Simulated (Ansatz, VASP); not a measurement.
## Two plane-wave programs on Ge

```
CELL_PARAMETERS angstrom
0.00000 2.84970 2.84970
2.84970 0.00000 2.84970
2.84970 2.84970 0.00000
ATOMIC_POSITIONS crystal
Ge 0.00000 0.00000 0.00000
Ge 0.25000 0.25000 0.25000
```

Alike in both runs: functional PBE; dispersion D3(BJ); k mesh 14 × 14 × 14; occupations gaussian, width 0.1 eV; no spin polarisation.

Ansatz relaxed the structure, and its values are those at the end. VASP's run is a single point on that final structure, the one shown.

```csv
,VASP,Ansatz
version,VASP 6.6.1,Ansatz 0.2.0
potentials or method,"VASP PAW PBE potentials, release 64 (Ge_d), cutoff 520 eV","scalar-relativistic, plane waves, PAW"
valence electrons in the cell,28,28
```

|  | VASP | Ansatz | Ansatz less VASP |
| --- | --- | --- | --- |
| gap on the k mesh at the Fermi level (eV) | none | none | - |
| pressure (GPa) | -0.1 | 0.0 | +0.10 |

A gap of «none» marks a metal or a gap that the smearing closes.
